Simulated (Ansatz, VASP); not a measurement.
# One calculation of CoSi, two programs

The input INCAR:

```
  PREC = Accurate
  ENCUT = 520
  EDIFF = 1E-6
  ISMEAR = -1
  SIGMA = 0.03
  LREAL = False
  LASPH = True
  NELM = 100
  ALGO = Normal
  ISIF = 2
  LWAVE = False
  LCHARG = False
  GGA = PE
  NBANDS = 14
```

KPOINTS

```
regular mesh
0
Gamma
  14 14 14
```

The input POSCAR:

```
CoSi
1.0
    2.8269377447      0.0000000000      0.0000000000
    0.0000000000      2.8269377447      0.0000000000
    0.0000000000      0.0000000000      2.8269377447
Co Si
1 1
Direct
    0.0000000000      0.0000000000      0.0000000000
    0.5000000000      0.5000000000      0.5000000000
```

Input for Ansatz:

```yaml
crystal:
  lattice:
    - [2.8269377447, 0.0, 0.0]
    - [0.0, 2.8269377447, 0.0]
    - [0.0, 0.0, 2.8269377447]
  atoms:
    - { symbol: Co, position: [0.0, 0.0, 0.0] }
    - { symbol: Si, position: [0.5, 0.5, 0.5] }
kpoints:
  mp_grid: { grid: [14, 14, 14] }
scf:
  occupations: { method: fermi_dirac, width: 0.03 }
  lower_state_search: "off"
hamiltonian:
  xc: pbe
  pseudopotentials: { kind: paw }
output:
  forces: true
  stress: true
  eigenvalues: true
```

Change from the starting cell: volume scaled by 1.05, no spin polarisation, PAW files.

Alike in both runs: task single point; functional PBE; k mesh 14 × 14 × 14; occupations fermi-dirac, width 0.03 eV; no spin polarisation.

|  | VASP | Ansatz |
| --- | --- | --- |
| version | VASP 6.6.1 | Ansatz 0.2.0 |
| potentials or method | VASP PAW PBE potentials, release 64 (Co, Si) | PAW with Ansatz's default frozen-core files, scalar-relativistic |
| plane-wave cutoff (eV) | 520 | 420 |
| valence electrons in the cell | 13 | 21 |

|  | VASP | Ansatz | Ansatz less VASP |
| --- | --- | --- | --- |
| pressure (GPa) | -10.1 | -10.0 | +0.05 |

VASP's potentials hold 13 valence electrons a cell and Ansatz's 21, so a difference there can come from the potentials and not from the codes.
